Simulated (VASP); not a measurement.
# PtS2 (P-3m1) in VASP: a series of runs

Runs on PtS2. Level: PBE. Tasks: single point.

Everything below comes from runs of VASP 6.6.1. Logs are shortened: lines on timing, memory, paths and dates and some standing lists are left out, and cuts for length are marked.

**1. The cell of the first run**

Symmetry: P-3m1, No. 164, trigonal system. Conventional cell: a = 3.543 Å, b = 3.543 Å, c = 5.039 Å, α = 90.00°, β = 90.00°, γ = 120.00°. Pt (site symmetry -3m) has 6 S at 2.40 Å within 3.2 Å. Within 3.2 Å of S (site symmetry 3m) lie 3 Pt at 2.40 Å.

**2. Single point, PBE**

Contents of INCAR:

```
SYSTEM = PtS2
PREC = Accurate
ENCUT = 520
EDIFF = 1E-6
ISMEAR = 1
SIGMA = 0.06802846561497
LREAL = .False.
LASPH = .True.
NELM = 60
ALGO = Normal
ISIF = 2
LWAVE = .False.
LCHARG = .False.
GGA = PE
NBANDS = 18
```

Contents of KPOINTS:

```
Automatic mesh
0
Gamma
  3 3 1
  0 0 0
```

Contents of POSCAR:

```
PtS2
1.0
    3.5431994758      0.0000000000      0.0000000000
   -1.7715997379      3.0685007567      0.0000000000
    0.0000000000      0.0000000000      5.0388000000
Pt S
1 2
Direct
    0.4400000000      0.0910000000      0.7480000000
    0.7733333333      0.7576666667      0.9980000000
    1.1066666667      0.4243333333      1.4980000000
```

Potentials or basis: VASP PAW PBE potentials, release 64 (Pt, S).

On the command line:

```bash
cat potpaw_PBE.64/Pt/POTCAR potpaw_PBE.64/S/POTCAR > POTCAR
mpirun -np 1 vasp_std > vasp.out
```

OUTCAR:

```text
SYSTEM = PtS2
   PREC = Accurate
   ENCUT = 520
   EDIFF = 1E-6
   ISMEAR = 1
   LREAL = .False.
   LASPH = .True.
   NELM = 60
   ISIF = 2
   GGA = PE

 ion  position               nearest neighbor table
   1  0.440  0.091  0.748-   3 2.40   2 2.40   2 2.40   3 2.40   2 2.40   3 2.40
   2  0.773  0.758  0.998-   1 2.40   1 2.40   1 2.40
   3  0.107  0.424  0.498-   1 2.40   1 2.40   1 2.40

  LATTYP: Found a hexagonal cell.
 ALAT       =     3.5431994758
 C/A-ratio  =     1.4221045229

  Lattice vectors:

 A1 = (   3.5431994758,   0.0000000000,   0.0000000000)
 A2 = (  -1.7715997379,   3.0685007567,   0.0000000000)
 A3 = (   0.0000000000,   0.0000000000,   5.0388000000)

Analysis of symmetry for initial positions (statically):
=====================================================================
 Subroutine PRICEL returns:
 Original cell was already a primitive cell.

 Routine SETGRP: Setting up the symmetry group for a
 hexagonal supercell.

 Subroutine GETGRP returns: Found 12 space group operations
 (whereof  1 operations were pure point group operations)
 out of a pool of 24 trial point group operations.

The static configuration has the point symmetry C_1 .
 The point group associated with its full space group is D_3d.

Analysis of symmetry for dynamics (positions and initial velocities):
=====================================================================
 Subroutine PRICEL returns:
 Original cell was already a primitive cell.

 Routine SETGRP: Setting up the symmetry group for a
 hexagonal supercell.

 Subroutine GETGRP returns: Found 12 space group operations
 (whereof  1 operations were pure point group operations)
 out of a pool of 24 trial point group operations.

The dynamic configuration has the point symmetry C_1 .
 The point group associated with its full space group is D_3d.

 Subroutine INISYM returns: Found 12 space group operations
 (whereof  1 operations are pure point group operations),
 and found     1 'primitive' translations

----------------------------------------------------------------------------------------

                                     Primitive cell

  volume of cell :      54.7834

  direct lattice vectors                    reciprocal lattice vectors
     3.543199476  0.000000000  0.000000000     0.282230794  0.162946025  0.000000000
    -1.771599738  3.068500757  0.000000000     0.000000000  0.325892049  0.000000000
     0.000000000  0.000000000  5.038800000     0.000000000  0.000000000  0.198459951

  length of vectors
     3.543199476  3.543199476  5.038800000     0.325892049  0.325892049  0.198459951

  position of ions in fractional coordinates (direct lattice)
     0.440000000  0.091000000  0.748000000
     0.773333333  0.757666667  0.998000000
     0.106666667  0.424333333  0.498000000

  ion indices of the primitive-cell ions
   primitive index   ion index
                 1           1
                 2           2
                 3           3

----------------------------------------------------------------------------------------

 KPOINTS: Automatic mesh

Automatic generation of k-mesh.
 Grid dimensions read from file:
 generate k-points for:    3    3    1

 Generating k-lattice:

  Cartesian coordinates                     Fractional coordinates (reciprocal lattice)
     0.094076931  0.054315342  0.000000000     0.333333333  0.000000000  0.000000000
     0.000000000  0.108630683  0.000000000     0.000000000  0.333333333  0.000000000
     0.000000000  0.000000000  0.198459951     0.000000000  0.000000000  1.000000000

  Length of vectors
     0.108630683  0.108630683  0.198459951

  Shift w.r.t. Gamma in fractional coordinates (k-lattice)
     0.000000000  0.000000000  0.000000000

 Subroutine IBZKPT returns following result:
 ===========================================

 Found      3 irreducible k-points:

 Following reciprocal coordinates:
            Coordinates               Weight
  0.000000  0.000000  0.000000      1.000000
  0.333333 -0.000000  0.000000      6.000000
  0.333333  0.333333  0.000000      2.000000
   k-points           NKPTS =      3   k-points in BZ     NKDIM =      3   number of bands    NBANDS=     18
   number of dos      NEDOS =    301   number of ions     NIONS =      3
   total plane-waves  NPLWV =  31360
   dimension x,y,z NGX =    28 NGY =   28 NGZ =   40
   dimension x,y,z NGXF=    56 NGYF=   56 NGZF=   80
   ions per type =               1   2
   NGX,Y,Z   is equivalent  to a cutoff of  13.14, 13.14, 13.20 a.u.
   NGXF,Y,Z  is equivalent  to a cutoff of  26.28, 26.28, 26.39 a.u.
 SYSTEM =  PtS2
   PREC   = accura    normal or accurate (medium, high low for compatibility)
   ISTART =      0    job   : 0-new  1-cont  2-samecut
   ICHARG =      2    charge: 1-file 2-atom 10-const
   ISPIN  =      1    spin polarized calculation?
   LNONCOLLINEAR =      F non collinear calculations
   LSORBIT =      F    spin-orbit coupling
   LASPH  =      T    aspherical Exc in radial PAW
   ENCUT  =  520.0 eV  38.22 Ry    6.18 a.u.   6.59  6.59  9.37*2*pi/ulx,y,z
   NELM   =     60;   NELMIN=  2; NELMDL= -5     # of ELM steps
   EDIFF  = 0.1E-05   stopping-criterion for ELM
   LREAL  =      F    real-space projection
   EDIFFG = 0.1E-04   stopping-criterion for IOM
   NSW    =      0    number of steps for IOM
   IBRION =     -1    ionic relax: 0-MD 1-quasi-New 2-CG
   NFREE  =      0    steps in history (QN), initial steepest desc. (CG)
   ISIF   =      2    stress and relaxation
   ISYM   =      2    0-nonsym 1-usesym 2-fastsym
   POTIM  = 0.5000    time-step for ionic-motion
   TEBEG  =    0.0;   TEEND  =   0.0 temperature during run
   PSTRESS=    0.0 pullay stress
   NELECT =      22.0000    total number of electrons
   NUPDOWN=      -1.0000    fix difference up-down
   EMIN   =  10.00;   EMAX   =-10.00  energy-range for DOS
   EFERMI =   0.00;   METHOD = LEGACY
   ISMEAR =     1;   SIGMA  =   0.07  broadening in eV -4-tet -1-fermi 0-gaus
   EFERMI_NEDOS =   21; number of points for ismear=-14 and -15
   IALGO  =     38    algorithm
   IMIX   =      4    mixing-type and parameters
     AMIX     =   0.40;   BMIX     =  1.00
     AMIX_MAG =   1.60;   BMIX_MAG =  1.00
  volume/ion in A,a.u.               =      18.26       123.23
  Fermi-wavevector in a.u.,A,eV,Ry     =   1.207812  2.282434 19.848319  1.458810
  Thomas-Fermi vector in A             =   2.343439
   LORBIT       =      0    0 simple, 1 ext, 2 COOP (PROOUT), +10 PAW based schemes
   GGA     = PE    functional components
   LHFCALC =     F    Hartree Fock is set to
   AEXX    =    0.0000 exact exchange contribution
   IVDW    =     0    specifies the selected vdW correction
   LEPSILON=     F    determine dielectric tensor
   LRPA    =     F    only Hartree local field effects (RPA)
 non-spin polarized calculation
 Methfessel and Paxton  Order N= 1 SIGMA  =   0.07
  energy-cutoff  :      520.00
  volume of cell :       54.78
 maximum number of plane-waves:      1507
 NGX is ok and might be reduce to    28
   NGX = 13   NGY = 13   NGZ = 19

 number of electron      22.0000000 magnetization

 Free energy of the ion-electron system (eV)
  ---------------------------------------------------
  ext. energy  EPLUGINS =         0.00000000
  ---------------------------------------------------
  free energy    TOTEN  =       -15.53815942 eV

  energy without entropy =      -15.53859766  energy(sigma->0) =      -15.53830550

 E-fermi :   6.9199     XC(G=0): -10.7004

 val. band max:        6.8625804599   @ k =   0.0000   0.0000   0.0000
 cond. band min:       7.3782245730   @ k =   0.3333   0.3333   0.0000
 fundamental gap:      0.5156441131
 Fermi energy:         6.9198524153

 k-point     1 :       0.0000    0.0000    0.0000
  band No.  band energies     occupation
      1      -8.3972      2.00000
      2      -5.5763      2.00000
      3      -0.2233      2.00000
      4       0.3775      2.00000
      5       0.3775      2.00000
      6       2.9860      2.00000
[... 10 lines left out ...]
     17      14.8408      0.00000
     18      19.7330      0.00000

 k-point     2 :       0.3333   -0.0000    0.0000
  band No.  band energies     occupation
      1      -7.2093      2.00000
      2      -6.0179      2.00000
      3       0.3927      2.00000
      4       0.8984      2.00000
      5       1.1917      2.00000
      6       1.6055      2.00000
[... 10 lines left out ...]
     17      15.3987      0.00000
     18      16.2911      0.00000

 k-point     3 :       0.3333    0.3333    0.0000
  band No.  band energies     occupation
      1      -6.2789      2.00000
      2      -6.2789      2.00000
      3       0.2420      2.00000
      4       0.7234      2.00000
      5       0.7234      2.00000
      6       2.2514      2.00000
[... 10 lines left out ...]
     17      15.9484      0.00000
     18      17.5113      0.00000

------------------------ aborting loop because EDIFF is reached ----------------------------------------

  FORCE on cell =-STRESS in cart. coord.  units (eV):
  Direction    XX          YY          ZZ          XY          YZ          ZX
  --------------------------------------------------------------------------------------
  -------------------------------------------------------------------------------------
  Total        0.3546015      0.3546015     -0.2477727      0.0000000      0.0000000     -0.0000000
  in kB       10.3705596     10.3705596     -7.2462797      0.0000000      0.0000000     -0.0000000
  external PRESSURE =       4.4982798 kB  Pullay stress =       0.0000000 kB

 VOLUME and BASIS-vectors are now :
 -----------------------------------------------------------------------------
  energy-cutoff  :      520.00
  volume of cell :       54.78
      direct lattice vectors                 reciprocal lattice vectors
     3.543199476  0.000000000  0.000000000     0.282230794  0.162946025  0.000000000
    -1.771599738  3.068500757  0.000000000     0.000000000  0.325892049  0.000000000
     0.000000000  0.000000000  5.038800000     0.000000000  0.000000000  0.198459951

 POSITION                                       TOTAL-FORCE (eV/Angst)
 -----------------------------------------------------------------------------------
      1.39779      0.27923      3.76902        -0.000000     -0.000000      0.000000
      1.39779      2.32490      5.02872        -0.000000      0.000000     -0.513226
     -0.37381      1.30207      2.50932         0.000000     -0.000000      0.513226
 -----------------------------------------------------------------------------------
    total drift:                               -0.000002      0.000001     -0.000016

  FREE ENERGIE OF THE ION-ELECTRON SYSTEM (eV)
  ---------------------------------------------------
  free  energy   TOTEN  =       -15.5381594158 eV

  energy  without entropy=      -15.5385976631  energy(sigma->0) =      -15.53830550
```

Run time: 9.2 s. Hardware: 1 thread of AMD EPYC 7R43 (Zen 3), shared host; peak memory 0.13 GiB.

What came out:

```yaml
Free_energy: -15.5382 eV
Pressure: 0.4 GPa
Largest_force: 0.513 eV/Å
Band_gap_on_the_k_mesh: 0.52 eV, indirect (least direct gap 1.74 eV)
```

Forces on the atoms (eV/Å):
```
Pt   0.000  0.000  0.000
S    0.000  0.000 -0.513
S    0.000  0.000  0.513
```

Caveat: the k points lie up to 1.25 Å⁻¹ apart; spin-orbit coupling is left out, which moves the levels of the heavy elements. A k mesh can miss the band edges.

**3. Single point, PBE**

Contents of INCAR:

```
PREC = Accurate
ENCUT = 520
EDIFF = 1E-7
ISMEAR = 0
SIGMA = 0.1
LREAL = F
LASPH = T
NELM = 60
ALGO = Normal
ISIF = 2
LWAVE = F
LCHARG = F
GGA = PE
NBANDS = 18
```

Contents of KPOINTS:

```
regular mesh
0
Gamma
  3 3 1
```

Contents of POSCAR:

```
PtS2
1.0
    3.5431994758      0.0000000000      0.0000000000
   -1.7715997379      3.0685007567      0.0000000000
    0.0000000000      0.0000000000      5.0388000000
Pt S
1 2
Direct
    0.0000000000      0.0000000000      0.0000000000
    0.3333333333      0.6666666667      0.2500000000
    0.6666666667      0.3333333333      0.7500000000
```

Potentials or basis: VASP PAW PBE potentials, release 64 (Pt, S).

On the command line:

```bash
cat potpaw_PBE.64/Pt/POTCAR potpaw_PBE.64/S/POTCAR > POTCAR
mpirun -np 1 vasp_std > vasp.out
```

Run time: 8 s. Hardware: 1 thread of AMD EPYC 7R43 (Zen 3), shared host; peak memory 0.13 GiB.

It converged, with:

* Free energy: -15.5386 eV
* Pressure: 0.5 GPa
* Largest force: 0.513 eV/Å
* Band gap on the k mesh: 0.52 eV, indirect (least direct gap 1.74 eV)

Forces on the atoms (eV/Å):
```
Pt   0.000  0.000  0.000
S    0.000  0.000 -0.513
S    0.000  0.000  0.513
```

Stress tensor (GPa, compression positive):
```
 1.04  0.00  0.00
 0.00  1.04  0.00
 0.00  0.00 -0.73
```

Levels at points of the mesh, in eV from the valence-band top:
```
           k point  band 7  band 8  band 9  band 10  band 11  band 12  band 13  band 14  band 15  band 16
(0.00, 0.00, 0.00)   -3.88   -2.30   -1.13    -1.13     0.00     1.74     1.74     4.51     5.25     7.98
```

Caveat: the k points lie up to 1.25 Å⁻¹ apart; spin-orbit coupling is left out, which moves the levels of the heavy elements. A k mesh can miss the band edges.

**4. Single point, PBE, collinear spin, ferromagnetic start**

Contents of INCAR:

```
ALGO = Normal ; EDIFF = 1E-6
ENCUT = 520 ; GGA = PE
ISIF = 2 ; ISMEAR = 0
ISPIN = 2 ; LASPH = True
LCHARG = False ; LMAXMIX = 4
LORBIT = 11 ; LREAL = False
LWAVE = False ; MAGMOM = 4 0 0
NBANDS = 22 ; NELM = 150
PREC = Accurate ; SIGMA = 0.1
```

Contents of KPOINTS:

```
k-points
0
Gamma
  3 3 1
```

POSCAR is that of step 3.

On the command line:

```bash
cat potpaw_PBE.64/Pt/POTCAR potpaw_PBE.64/S/POTCAR > POTCAR
mpirun -np 1 vasp_std > vasp.out
```

It took 17 s on 1 thread of AMD EPYC 7R43 (Zen 3), shared host; peak memory 0.16 GiB.

It converged, with:

```
Free energy                                           : -15.5386 eV
Pressure                                              : 0.4 GPa
Largest force                                         : 0.513 eV/Å
Band gap on the k mesh                                : 0.52 eV, indirect (least direct gap 1.74 eV)
Net moment                                            : 0.00 μB per cell
Valence electrons inside the program's atomic spheres : Pt 9.39; S 3.63
```

Forces in eV/Å, atoms in the order of the input:
```
Pt   0.000  0.000  0.000
S    0.000  0.000 -0.513
S    0.000  0.000  0.513
```

Stress tensor (GPa, compression positive):
```
 1.04  0.00  0.00
 0.00  1.04  0.00
 0.00  0.00 -0.73
```

Levels at points of the mesh, in eV from the valence-band top:
Spin up:
| k point | band 7 | band 8 | band 9 | band 10 | band 11 | band 12 | band 13 | band 14 | band 15 | band 16 |
| --- | --- | --- | --- | --- | --- | --- | --- | --- | --- | --- |
| (0.00, 0.00, 0.00) | -3.88 | -2.30 | -1.13 | -1.13 | 0.00 | 1.74 | 1.74 | 4.51 | 5.25 | 7.98 |
Spin down:
```csv
k point,band 9,band 10,band 11,band 12,band 13,band 14
"(0.00, 0.00, 0.00)",-1.13,-1.13,0.00,1.74,1.74,4.51
```

Caveat: the k points lie up to 1.25 Å⁻¹ apart; spin-orbit coupling is left out, which moves the levels of the heavy elements. A k mesh can miss the band edges.

**5. Single point, PBE**

This run uses another cell than the first one, of 15.72 Å³/atom, 0.861 times its volume.

Contents of INCAR:

```
SYSTEM = PtS2
ALGO     = Normal         ! electronic algorithm
EDIFF    = 1E-6           ! SCF threshold, eV
ENCUT    = 520            ! plane-wave cutoff, eV
GGA      = PE             ! functional
ISIF     = 2              ! what is computed and relaxed
ISMEAR   = 0              ! smearing method
LASPH    = .TRUE.         ! aspherical terms in the spheres
LCHARG   = .FALSE.        ! write CHGCAR
LREAL    = .FALSE.        ! projectors in reciprocal space
LWAVE    = .FALSE.        ! write WAVECAR
NBANDS   = 18             ! bands
NELECT   = 21.0         
NELM     = 100            ! most SCF steps
PREC     = Accurate       ! precision mode
SIGMA    = 0.1            ! smearing width, eV
```

Contents of KPOINTS:

```
k-points
0
G
  6 6 4
  0 0 0
```

Contents of POSCAR:

```
PtS2
1.0
    3.3707767278      0.0000000000      0.0000000000
   -1.6853883639      2.9191782767      0.0000000000
    0.0000000000      0.0000000000      4.7935968302
Pt S
1 2
Direct
    0.0000000000      0.0000000000      0.0000000000
    0.3333333333      0.6666666667      0.2500000000
    0.6666666667      0.3333333333      0.7500000000
```

On the command line:

```bash
cat potpaw_PBE.64/Pt/POTCAR potpaw_PBE.64/S/POTCAR > POTCAR
mpirun -np 1 vasp_std > vasp.out
```

Wall time 24 s (1 thread of AMD EPYC 7R43 (Zen 3), shared host); peak memory 0.14 GiB.

It converged, with:

```
Free energy   : -22.9799 eV
Largest force : 2.008 eV/Å
```

Forces in eV/Å, atoms in the order of the input:
```
Pt   0.000  0.000  0.000
S    0.000  0.000  2.008
S    0.000  0.000 -2.008
```

Levels at points of the mesh, in eV from the Fermi level:
```
           k point  band 7  band 8  band 9  band 10  band 11  band 12  band 13  band 14  band 15  band 16
(0.00, 0.00, 0.00)   -3.46   -1.37   -0.06    -0.06     1.14     3.33     3.33     5.76     8.07     9.39
(0.50, 0.00, 0.00)   -2.95   -2.52   -2.52    -2.35    -1.60     2.80     4.18     7.31     7.83     9.14
(0.00, 0.00, 0.50)   -3.50   -2.16   -0.44    -0.44     0.12     4.22     4.22     6.85     9.06     9.06
(0.50, 0.00, 0.50)   -2.68   -2.54   -2.04    -1.90    -0.48     2.85     3.97     6.51     6.82     8.62
```

Caveat: the cell carries a net charge on a neutralising background, which shifts energy and pressure; the cell is charged against a uniform background, so pressure and absolute levels hang on convention; spin-orbit coupling is left out, which moves the levels of the heavy elements; forces of over 1 eV/Å act on the atoms, so gaps and moduli don't describe the material at rest.

**6. The runs side by side**

```tsv
spin	smearing	gap on the mesh (eV)	pressure (GPa)	largest force (eV/Å)
off	methfessel-paxton 0.0680285 eV	0.52	0.4	0.51
off	gaussian 0.1 eV	0.52	0.5	0.51
collinear, ferromagnetic start	gaussian 0.1 eV	0.52	0.4	0.51
```

Alike in all rows: task single point; level PBE; potentials or basis VASP PAW PBE potentials, release 64 (Pt, S); cell as given; k mesh 3 × 3 × 1; cutoff (eV) 520.

Caveats: all runs use coarse meshes; spin-orbit coupling is left out, which moves the levels of the heavy elements.

Total energies depend on the potentials used, so only differences within one code and one set of settings carry meaning.
